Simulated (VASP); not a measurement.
Crystal: ZnF2.

```
Zn F
1.0
     4.70294    0.00000    0.00000
     0.00000    4.70294    0.00000
     0.00000    0.00000    3.13289
Zn F
2 4
Direct
  0.50000 0.50000 0.50000
  0.00000 0.00000 0.00000
  0.69686 0.69686 0.00000
  0.80314 0.19686 0.50000
  0.30314 0.30314 0.00000
  0.19686 0.80314 0.50000
```

- Program: VASP 6.6.1
- Task: relaxation of cell and atoms
- Functional: PBE
- Potentials or basis: VASP PAW PBE potentials, release 64 (Zn, F)
- Cutoff: 600 eV
- k mesh: 6 × 6 × 8
- Occupations: gaussian, width 0.02 eV
- Spin: no spin polarisation

At the start: pressure 6.6 GPa; volume 11.55 Å³/atom.

**Question.** Where does the relaxation end?

**Answer.** Over 10 steps the energy falls by 13.2 meV/atom and the volume is 12.24 Å³/atom (+6.0 %); space group P4_2/mnm (No. 136, to 0.1 Å) before and after.

Step by step:
```csv
step,energy change (eV),largest force (eV/Å),pressure (GPa),volume (Å³)
1,0.0000,0.0332,6.61,69.29
2,-0.0741,0.0759,-1.22,74.18
3,-0.0778,0.0585,0.06,73.25
4,-0.0778,0.0600,-0.06,73.33
5,-0.0786,0.0417,-0.05,73.38
6,-0.0794,0.0034,-0.05,73.50
7,-0.0794,0.0030,-0.09,73.49
8,-0.0792,0.0191,-0.10,73.43
9,-0.0794,0.0018,-0.05,73.49
10,-0.0794,0.0017,0.01,73.43
```

Final structure:
```
CELL_PARAMETERS angstrom
4.80155 0.00000 0.00000
0.00000 4.80155 0.00000
0.00000 0.00000 3.18515
ATOMIC_POSITIONS crystal
Zn 0.50000 0.50000 0.50000
Zn 0.00000 0.00000 0.00000
F 0.69571 0.69571 0.00000
F 0.80429 0.19571 0.50000
F 0.30429 0.30429 0.00000
F 0.19571 0.80429 0.50000
```
